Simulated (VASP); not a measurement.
Set up this calculation in VASP 6.6.1, as the native input.

```
Task                   : single point
Functional             : PBE
Potentials or basis    : VASP PAW PBE potentials, release 64 (Ba_sv, Ti_sv, O)
Cutoff                 : 520 eV
k mesh                 : 3 × 3 × 3
Occupations            : fermi-dirac, width 0.05 eV
Spin                   : no spin polarisation
Dipole correction      : no
Further INCAR settings : ALGO = Normal; EDIFF = 1e-07; NBANDS = 28
```

The structure of BaTiO3 lies in POSCAR:

```
BaTiO3
1.0
    4.0073000000      0.0000000000      0.0000000000
    0.0000000000      4.0073000000      0.0000000000
    0.0000000000      0.0000000000      4.0073000000
Ba Ti O
1 1 3
Direct
    0.5090294500      0.4552911200      0.5066787400
    0.9437351000      0.0699797700      0.9543125000
    0.5205349200      0.0068319800      0.0554319400
    0.0126470200      0.4919678200      0.0527235900
    0.0140535100      0.9759293100      0.4308532400
```

The input as run:

INCAR

```
  ALGO = Normal
  EDIFF = 1E-7
  ENCUT = 520
  GGA = PE
  ISIF = 2
  ISMEAR = -1
  LASPH = T
  LCHARG = F
  LREAL = F
  LWAVE = F
  NBANDS = 28
  NELM = 80
  PREC = Accurate
  SIGMA = 0.05
```

KPOINTS

```
k-points
0
Gamma
  3 3 3
```

Potentials or basis: VASP PAW PBE potentials, release 64 (Ba_sv, Ti_sv, O).

Launch:

```console
$ cat potpaw_PBE.64/Ba_sv/POTCAR potpaw_PBE.64/Ti_sv/POTCAR potpaw_PBE.64/O/POTCAR > POTCAR
$ mpirun -np 1 vasp_std > vasp.out
```

It gave:

| Property | Result |
| --- | --- |
| Pressure | 14.0 GPa |
| Largest force | 4.493 eV/Å |
| Band gap on the k mesh | 3.03 eV, direct |

Caveat: the k points lie up to 0.52 Å⁻¹ apart; spin-orbit coupling is left out, which moves the levels of the heavy elements; forces of over 1 eV/Å act on the atoms, so gaps and moduli don't describe the material at rest.

Wall time 25 s on 1 thread of Intel(R) Xeon(R) Platinum 8488C (Sapphire Rapids), on a shared host, peak memory 0.18 GiB.
